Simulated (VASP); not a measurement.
Wanted: the native input for a VASP 6.6.1 run.

* Task: single point
* Functional: r2SCAN
* Potentials or basis: VASP PAW PBE potentials, release 64 (Na_pv, Te, Zr_sv, F)
* Cutoff: 520 eV
* k mesh: 5 × 5 × 4
* Occupations: fermi-dirac, width 0.1 eV
* Spin: no spin polarisation
* Dipole correction: no
* Further INCAR settings: LREAL = Auto; ALGO = Normal; EDIFF = 1e-06; NBANDS = 70

NaZr2TeF11:

```
CELL_PARAMETERS angstrom
4.67078 3.46290 0.00000
4.67078 -3.46290 0.00000
3.53308 0.00000 -7.16122
ATOMIC_POSITIONS crystal
Na 0.00000 0.00000 0.00000
Te 0.00000 0.00000 0.50000
Zr 0.50490 0.50490 0.76426
Zr 0.49510 0.49510 0.23574
F 0.50000 0.50000 0.50000
F 0.32920 0.67080 0.00000
F 0.67080 0.32920 0.00000
F 0.24790 0.24790 0.35060
F 0.75210 0.75210 0.64940
F 0.26680 0.26680 0.89050
F 0.73320 0.73320 0.10950
F 0.22200 0.80880 0.68760
F 0.19120 0.77800 0.31240
F 0.77800 0.19120 0.31240
F 0.80880 0.22200 0.68760
```

These files were run (other wordings do the same):

POSCAR

```
NaZr2TeF11
1.0
    4.6707780000      3.4628990000      0.0000000000
    4.6707780000     -3.4628990000      0.0000000000
    3.5330770000      0.0000000000     -7.1612230000
Na Te Zr F
1 1 2 11
Direct
    0.0000000000      0.0000000000      0.0000000000
    0.0000000000      0.0000000000      0.5000000000
    0.5049000000      0.5049000000      0.7642600000
    0.4951000000      0.4951000000      0.2357400000
    0.5000000000      0.5000000000      0.5000000000
    0.3292000000      0.6708000000      0.0000000000
    0.6708000000      0.3292000000      0.0000000000
    0.2479000000      0.2479000000      0.3506000000
    0.7521000000      0.7521000000      0.6494000000
    0.2668000000      0.2668000000      0.8905000000
    0.7332000000      0.7332000000      0.1095000000
    0.2220000000      0.8088000000      0.6876000000
    0.1912000000      0.7780000000      0.3124000000
    0.7780000000      0.1912000000      0.3124000000
    0.8088000000      0.2220000000      0.6876000000
```

INCAR.step1

```
SYSTEM = NaZr2TeF11
  PREC = Accurate
  ENCUT = 520
  ISMEAR = -1
  SIGMA = 0.1
  LREAL = Auto
  LASPH = .TRUE.
  NELM = 80
  NBANDS = 70
  GGA = PE
  ALGO = Normal
  EDIFF = 1E-4
  LWAVE = .TRUE.
  LCHARG = .FALSE.
```

INCAR.step2

```
SYSTEM = NaZr2TeF11
  PREC = Accurate
  ENCUT = 520
  EDIFF = 1E-6
  ISMEAR = -1
  SIGMA = 0.1
  LREAL = Auto
  LASPH = .TRUE.
  NELM = 80
  ALGO = Normal
  ISIF = 2
  LWAVE = .FALSE.
  LCHARG = .FALSE.
  METAGGA = R2SCAN
  LMIXTAU = .TRUE.
  NBANDS = 70
  ISTART = 1
```

KPOINTS

```
Automatic mesh
0
G
  5 5 4
  0 0 0
```

Potentials or basis: VASP PAW PBE potentials, release 64 (Na_pv, Te, Zr_sv, F).

Launch:

```sh
$ cat potpaw_PBE.64/Na_pv/POTCAR potpaw_PBE.64/Te/POTCAR potpaw_PBE.64/Zr_sv/POTCAR potpaw_PBE.64/F/POTCAR > POTCAR
$ cp INCAR.step1 INCAR
$ mpirun -np 1 vasp_std > vasp.out
$ cp INCAR.step2 INCAR
$ mpirun -np 1 vasp_std > vasp.out
```

It gave:

```
Pressure               : 5.5 GPa
Largest force          : 2.603 eV/Å
Band gap on the k mesh : zero (band 57 reaches 5.20 eV, above the bottom of band 58 at 5.06 eV)
```

Caveat: the PAW data sets were made with another functional, which shifts forces and pressure a little; spin-orbit coupling is left out, which moves the levels of the heavy elements.

It took 34 min on 1 thread of Intel(R) Xeon(R) Platinum 8375C CPU @ 2.90GHz (Ice Lake), with other jobs on the host, peak memory 0.59 GiB.
